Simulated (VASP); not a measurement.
# K (Pm-3m) in VASP: single point with PBEsol

Aim: the single point of K with PBEsol.

Everything below comes from runs of VASP 6.6.1. Logs are shortened: lines on timing, memory, paths and dates and some standing lists are left out, and cuts for length are marked.

### 1 The cell of the first run

It takes space group Pm-3m (No. 221, cubic). The conventional cell has a = 3.982 Å, b = 3.982 Å, c = 3.982 Å, α = 90.00°, β = 90.00°, γ = 90.00°. K (site symmetry m-3m) has 6 K at 3.98 Å within 5.2 Å.

This isn't the form of K at room conditions, which is bcc.

### 2 Single point, PBEsol

Contents of INCAR:

```
SYSTEM = K
ALGO     = Normal         ! electronic algorithm
EDIFF    = 1E-6           ! SCF threshold, eV
ENCUT    = 500            ! plane-wave cutoff, eV
GGA      = PS             ! functional
GGA_COMPAT= .False.      
ISIF     = 2              ! what is computed and relaxed
ISMEAR   = -1             ! smearing method
LASPH    = .True.         ! aspherical terms in the spheres
LCHARG   = .True.         ! write CHGCAR
LELF     = .True.         ! ELF
LREAL    = .False.        ! projectors in reciprocal space
LVHAR    = .True.       
LWAVE    = .False.        ! write WAVECAR
NBANDS   = 10             ! bands
NELM     = 120            ! most SCF steps
PREC     = Accurate       ! precision mode
SIGMA    = 0.1            ! smearing width, eV
```

Contents of KPOINTS:

```
k-points
0
Gamma
  6 6 6
  0 0 0
```

Contents of POSCAR:

```
K
1.0
    3.9816800000      0.0000000000      0.0000000000
    0.0000000000      3.9816800000      0.0000000000
    0.0000000000      0.0000000000      3.9816800000
K
1
Direct
    0.5000000000      0.5000000000      0.5000000000
```

Potentials or basis: VASP PAW PBE potentials, release 64 (K_sv).

The run is started by

```
> cat potpaw_PBE.64/K_sv/POTCAR > POTCAR
> mpirun -np 1 vasp_std > vasp.out
```

OUTCAR:

```text
SYSTEM = K
   EDIFF = 1E-6
   ENCUT = 500
   GGA = PS
   ISIF = 2
   ISMEAR = -1
   LASPH = .True.
   LREAL = .False.
   NELM = 120
   PREC = Accurate

 ion  position               nearest neighbor table
   1  0.500  0.500  0.500-

  LATTYP: Found a simple cubic cell.
 ALAT       =     3.9816800000

  Lattice vectors:

 A1 = (   3.9816800000,   0.0000000000,   0.0000000000)
 A2 = (   0.0000000000,   3.9816800000,   0.0000000000)
 A3 = (   0.0000000000,   0.0000000000,   3.9816800000)

Analysis of symmetry for initial positions (statically):
=====================================================================
 Subroutine PRICEL returns:
 Original cell was already a primitive cell.

 Routine SETGRP: Setting up the symmetry group for a
 simple cubic supercell.

 Subroutine GETGRP returns: Found 48 space group operations
 (whereof 48 operations were pure point group operations)
 out of a pool of 48 trial point group operations.

The static configuration has the point symmetry O_h .

Analysis of symmetry for dynamics (positions and initial velocities):
=====================================================================
 Subroutine PRICEL returns:
 Original cell was already a primitive cell.

 Routine SETGRP: Setting up the symmetry group for a
 simple cubic supercell.

 Subroutine GETGRP returns: Found 48 space group operations
 (whereof 48 operations were pure point group operations)
 out of a pool of 48 trial point group operations.

The dynamic configuration has the point symmetry O_h .

 Subroutine INISYM returns: Found 48 space group operations
 (whereof 48 operations are pure point group operations),
 and found     1 'primitive' translations

----------------------------------------------------------------------------------------

                                     Primitive cell

  volume of cell :      63.1247

  direct lattice vectors                    reciprocal lattice vectors
     3.981680000  0.000000000  0.000000000     0.251150268  0.000000000  0.000000000
     0.000000000  3.981680000  0.000000000     0.000000000  0.251150268  0.000000000
     0.000000000  0.000000000  3.981680000     0.000000000  0.000000000  0.251150268

  length of vectors
     3.981680000  3.981680000  3.981680000     0.251150268  0.251150268  0.251150268

  position of ions in fractional coordinates (direct lattice)
     0.500000000  0.500000000  0.500000000

  ion indices of the primitive-cell ions
   primitive index   ion index
                 1           1

----------------------------------------------------------------------------------------

 KPOINTS: k-points

Automatic generation of k-mesh.
 Grid dimensions read from file:
 generate k-points for:    6    6    6

 Generating k-lattice:

  Cartesian coordinates                     Fractional coordinates (reciprocal lattice)
     0.041858378  0.000000000  0.000000000     0.166666667  0.000000000  0.000000000
     0.000000000  0.041858378  0.000000000     0.000000000  0.166666667  0.000000000
     0.000000000  0.000000000  0.041858378     0.000000000  0.000000000  0.166666667

  Length of vectors
     0.041858378  0.041858378  0.041858378

  Shift w.r.t. Gamma in fractional coordinates (k-lattice)
     0.000000000  0.000000000  0.000000000

 Subroutine IBZKPT returns following result:
 ===========================================

 Found     20 irreducible k-points:

 Following reciprocal coordinates:
            Coordinates               Weight
  0.000000  0.000000  0.000000      1.000000
  0.166667  0.000000  0.000000      6.000000
  0.333333  0.000000  0.000000      6.000000
  0.500000  0.000000  0.000000      3.000000
  0.166667  0.166667  0.000000     12.000000
  0.333333  0.166667  0.000000     24.000000
[... 12 lines left out ...]
  0.500000  0.500000  0.333333      6.000000
  0.500000  0.500000  0.500000      1.000000
   k-points           NKPTS =     20   k-points in BZ     NKDIM =     20   number of bands    NBANDS=     10
   number of dos      NEDOS =    301   number of ions     NIONS =      1
   total plane-waves  NPLWV =  27000
   dimension x,y,z NGX =    30 NGY =   30 NGZ =   30
   dimension x,y,z NGXF=    60 NGYF=   60 NGZF=   60
   ions per type =               1
   NGX,Y,Z   is equivalent  to a cutoff of  12.53, 12.53, 12.53 a.u.
   NGXF,Y,Z  is equivalent  to a cutoff of  25.05, 25.05, 25.05 a.u.
 SYSTEM =  K
   PREC   = accura    normal or accurate (medium, high low for compatibility)
   ISTART =      0    job   : 0-new  1-cont  2-samecut
   ICHARG =      2    charge: 1-file 2-atom 10-const
   ISPIN  =      1    spin polarized calculation?
   LNONCOLLINEAR =      F non collinear calculations
   LSORBIT =      F    spin-orbit coupling
   LASPH  =      T    aspherical Exc in radial PAW
   ENCUT  =  500.0 eV  36.75 Ry    6.06 a.u.   7.26  7.26  7.26*2*pi/ulx,y,z
   NELM   =    120;   NELMIN=  2; NELMDL= -5     # of ELM steps
   EDIFF  = 0.1E-05   stopping-criterion for ELM
   LREAL  =      F    real-space projection
[... 7 lines left out ...]
   TEBEG  =    0.0;   TEEND  =   0.0 temperature during run
   PSTRESS=    0.0 pullay stress
   NELECT =       9.0000    total number of electrons
   NUPDOWN=      -1.0000    fix difference up-down
   EMIN   =  10.00;   EMAX   =-10.00  energy-range for DOS
   EFERMI =   0.00;   METHOD = LEGACY
   ISMEAR =    -1;   SIGMA  =   0.10  broadening in eV -4-tet -1-fermi 0-gaus
   EFERMI_NEDOS =   21; number of points for ismear=-14 and -15
   IALGO  =     38    algorithm
   IMIX   =      4    mixing-type and parameters
     AMIX     =   0.40;   BMIX     =  1.00
     AMIX_MAG =   1.60;   BMIX_MAG =  1.00
  volume/ion in A,a.u.               =      63.12       425.99
  Fermi-wavevector in a.u.,A,eV,Ry     =   0.855243  1.616174  9.951844  0.731440
  Thomas-Fermi vector in A             =   1.971962
   LORBIT       =      0    0 simple, 1 ext, 2 COOP (PROOUT), +10 PAW based schemes
   GGA     = PS    functional components
   LHFCALC =     F    Hartree Fock is set to
   AEXX    =    0.0000 exact exchange contribution
   IVDW    =     0    specifies the selected vdW correction
   LEPSILON=     F    determine dielectric tensor
   LRPA    =     F    only Hartree local field effects (RPA)
 non-spin polarized calculation
  energy-cutoff  :      500.00
  volume of cell :       63.12
 maximum number of plane-waves:      1628
 NGX is ok and might be reduce to    30
   NGX = 15   NGY = 15   NGZ = 15

 number of electron       8.9999998 magnetization

 Free energy of the ion-electron system (eV)
  ---------------------------------------------------
  ext. energy  EPLUGINS =         0.00000000
  ---------------------------------------------------
  free energy    TOTEN  =        -1.00817758 eV

  energy without entropy =       -0.97955535  energy(sigma->0) =       -0.99386646

 E-fermi :   0.2761     XC(G=0):  -6.0886

 val. band max:        0.2212827754   @ k =   0.5000   0.0000   0.0000
 cond. band min:       0.2784114111   @ k =   0.3333   0.3333   0.1667
 fundamental gap:      0.0571286356
 Fermi energy:         0.2760590641

 k-point     1 :       0.0000    0.0000    0.0000
  band No.  band energies     occupation
      1     -31.9167      2.00000
      2     -15.3828      2.00000
      3     -15.3828      2.00000
      4     -15.3828      2.00000
      5      -2.1665      2.00000
      6       3.1051      0.00000
      7       3.1051      0.00000
      8       6.9131      0.00000
      9       6.9131      0.00000
     10       6.9131      0.00000

 k-point     2 :       0.1667    0.0000    0.0000
  band No.  band energies     occupation
      1     -31.9138      2.00000
      2     -15.4291      2.00000
      3     -15.3789      2.00000
      4     -15.3789      2.00000
      5      -1.8576      2.00000
      6       2.8937      0.00000
      7       3.2481      0.00000
      8       6.1312      0.00000
      9       6.1312      0.00000
     10       6.7794      0.00000

 k-point     3 :       0.3333    0.0000    0.0000
  band No.  band energies     occupation
      1     -31.9079      2.00000
      2     -15.5196      2.00000
      3     -15.3710      2.00000
      4     -15.3710      2.00000
      5      -0.9875      1.99999
      6       1.8205      0.00000
      7       3.5840      0.00000
      8       5.4133      0.00000
      9       5.4133      0.00000
     10       6.9625      0.00000

 k-point     4 :       0.5000    0.0000    0.0000
  band No.  band energies     occupation
      1     -31.9049      2.00000
      2     -15.5641      2.00000
      3     -15.3670      2.00000
      4     -15.3670      2.00000
      5       0.2213      1.26723
      6       0.4130      0.40543
      7       3.7889      0.00000
      8       5.1555      0.00000
      9       5.1555      0.00000
     10       7.0861      0.00000

 k-point     5 :       0.1667    0.1667    0.0000
  band No.  band energies     occupation
      1     -31.9109      2.00000
      2     -15.4267      2.00000
      3     -15.4222      2.00000
      4     -15.3750      2.00000
      5      -1.5564      2.00000
      6       3.0147      0.00000
      7       3.1373      0.00000
      8       5.2292      0.00000
      9       6.0264      0.00000
     10       6.5419      0.00000

 k-point     6 :       0.3333    0.1667    0.0000
  band No.  band energies     occupation
      1     -31.9050      2.00000
      2     -15.5139      2.00000
      3     -15.4152      2.00000
      4     -15.3672      2.00000
      5      -0.7097      1.99990
      6       2.0206      0.00000
      7       3.5049      0.00000
      8       4.7564      0.00000
      9       5.5060      0.00000
     10       6.5239      0.00000
[... 131 lines left out ...]
 k-point    17 :       0.3333    0.3333    0.3333
  band No.  band energies     occupation
      1     -31.8908      2.00000
      2     -15.4899      2.00000
      3     -15.4842      2.00000
      4     -15.4842      2.00000
      5       0.9040      0.00374
      6       2.9012      0.00000
      7       2.9012      0.00000
      8       4.1609      0.00000
      9       4.9657      0.00000
     10       4.9657      0.00000

 k-point    18 :       0.5000    0.3333    0.3333
  band No.  band energies     occupation
      1     -31.8880      2.00000
      2     -15.5273      2.00000
      3     -15.4824      2.00000
      4     -15.4788      2.00000
      5       1.5333      0.00001
      6       2.2928      0.00000
      7       2.8952      0.00000
      8       4.6039      0.00000
      9       4.7861      0.00000
     10       5.3292      0.00000

 k-point    19 :       0.5000    0.5000    0.3333
  band No.  band energies     occupation
      1     -31.8852      2.00000
      2     -15.5214      2.00000
      3     -15.5214      2.00000
      4     -15.4753      2.00000
      5       1.9596      0.00000
      6       2.5468      0.00000
      7       2.5468      0.00000
      8       4.3697      0.00000
      9       5.5026      0.00000
     10       5.5027      0.00000

 k-point    20 :       0.5000    0.5000    0.5000
  band No.  band energies     occupation
      1     -31.8824      2.00000
      2     -15.5156      2.00000
      3     -15.5156      2.00000
      4     -15.5156      2.00000
      5       2.4527      0.00000
      6       2.4527      0.00000
      7       2.4527      0.00000
      8       4.8340      0.00000
      9       5.4881      0.00000
     10       5.4881      0.00000

------------------------ aborting loop because EDIFF is reached ----------------------------------------

  FORCE on cell =-STRESS in cart. coord.  units (eV):
  Direction    XX          YY          ZZ          XY          YZ          ZX
  --------------------------------------------------------------------------------------
  -------------------------------------------------------------------------------------
  Total        0.2941169      0.2941169      0.2941169     -0.0000000      0.0000000      0.0000000
  in kB        7.4650283      7.4650283      7.4650283     -0.0000000      0.0000000      0.0000000
  external PRESSURE =       7.4650283 kB  Pullay stress =       0.0000000 kB

 VOLUME and BASIS-vectors are now :
 -----------------------------------------------------------------------------
  energy-cutoff  :      500.00
  volume of cell :       63.12
      direct lattice vectors                 reciprocal lattice vectors
     3.981680000  0.000000000  0.000000000     0.251150268  0.000000000  0.000000000
     0.000000000  3.981680000  0.000000000     0.000000000  0.251150268  0.000000000
     0.000000000  0.000000000  3.981680000     0.000000000  0.000000000  0.251150268

 POSITION                                       TOTAL-FORCE (eV/Angst)
 -----------------------------------------------------------------------------------
      1.99084      1.99084      1.99084         0.000000      0.000000      0.000000
 -----------------------------------------------------------------------------------
    total drift:                                0.000000      0.000000      0.000000

  FREE ENERGIE OF THE ION-ELECTRON SYSTEM (eV)
  ---------------------------------------------------
  free  energy   TOTEN  =        -1.0081775793 eV

  energy  without entropy=       -0.9795553493  energy(sigma->0) =       -0.99386646
```

It took 14 s on 1 thread of AMD EPYC 7R43 (Zen 3), shared host; peak memory 0.12 GiB.

What came out:

```
Free energy            : -1.0082 eV
Pressure               : 0.7 GPa
Band gap on the k mesh : zero (an odd number of electrons rules out a gap without spin polarisation)
```

Caveat: the PAW data sets were made with another functional, which shifts forces and pressure a little.
